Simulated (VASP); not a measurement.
Be2ZnSe3:

```
CELL_PARAMETERS angstrom
7.01553 0.00000 0.00000
-3.50776 6.07562 0.00000
0.00000 0.00000 3.10883
ATOMIC_POSITIONS crystal
Be 0.66667 0.33333 0.70626
Be 0.33333 0.66667 0.70626
Zn 0.00000 0.00000 0.94404
Se 0.00000 0.50000 0.93781
Se 0.50000 0.00000 0.93781
Se 0.50000 0.50000 0.93781
```

The cell was generated, and may not be a known phase.

```yaml
Program: VASP 6.6.1
Task: relaxation of cell and atoms
Functional: PBE
Potentials_or_basis: VASP PAW PBE potentials, release 64 (Be, Zn, Se)
Cutoff: 600 eV
k_mesh: 6 × 6 × 12
Occupations: gaussian, width 0.1 eV
Spin: no spin polarisation
```

At the start: pressure 0.1 GPa; volume 22.08 Å³/atom.

Task: How do energy, volume and symmetry change on relaxing?

Result: Over 26 steps the energy falls by 22.3 meV/atom and the volume is 22.05 Å³/atom (-0.2 %); space group P6mm (No. 183, to 0.1 Å) before and after.

Step by step:
| step | energy change (eV) | largest force (eV/Å) | pressure (GPa) | volume (Å³) |
| --- | --- | --- | --- | --- |
| 1 | 0.0000 | 0.0853 | 0.06 | 132.51 |
| 2 | -0.0615 | 0.1217 | -0.52 | 132.65 |
| 3 | -0.1143 | 0.1509 | -1.00 | 132.73 |
| 4 | -0.1178 | 0.1451 | -0.96 | 132.73 |
| 5 | -0.1181 | 0.1460 | -0.96 | 132.73 |
| 6 | -0.1249 | 0.0498 | 0.31 | 129.49 |
| 7 | -0.1266 | 0.0781 | -0.10 | 130.48 |
| 8 | -0.1289 | 0.0496 | 0.14 | 130.14 |
| 9 | -0.1289 | 0.0503 | 0.13 | 130.15 |
| 10 | -0.1297 | 0.0499 | 0.06 | 130.48 |
| 11 | -0.1310 | 0.0491 | -0.16 | 131.50 |
| 12 | -0.1312 | 0.0488 | -0.24 | 131.93 |
| 13 | -0.1317 | 0.0429 | -0.22 | 131.93 |
| 14 | -0.1327 | 0.0261 | -0.12 | 131.94 |
| 15 | -0.1333 | 0.0169 | 0.08 | 131.95 |
| 16 | -0.1334 | 0.0164 | 0.04 | 131.95 |
| 17 | -0.1334 | 0.0165 | 0.03 | 131.95 |
| 18 | -0.1334 | 0.0161 | 0.02 | 132.02 |
| 19 | -0.1334 | 0.0156 | -0.03 | 132.23 |
| 20 | -0.1334 | 0.0150 | -0.05 | 132.25 |
| 21 | -0.1335 | 0.0138 | -0.01 | 132.30 |
| 22 | -0.1335 | 0.0112 | -0.02 | 132.41 |
| 23 | -0.1335 | 0.0133 | -0.02 | 132.35 |
| 24 | -0.1335 | 0.0119 | 0.00 | 132.29 |
| 25 | -0.1335 | 0.0110 | 0.02 | 132.25 |
| 26 | -0.1336 | 0.0096 | 0.00 | 132.30 |

Final structure:
```
Be Zn Se
1.0
     7.18272    0.00000    0.00000
    -3.59136    6.22042    0.00000
     0.00000    0.00000    2.96113
Be Zn Se
2 1 3
Direct
  0.66667 0.33333 0.73356
  0.33333 0.66667 0.73356
  0.00000 0.00000 0.93457
  0.00000 0.50000 0.92277
  0.50000 0.00000 0.92277
  0.50000 0.50000 0.92277
```
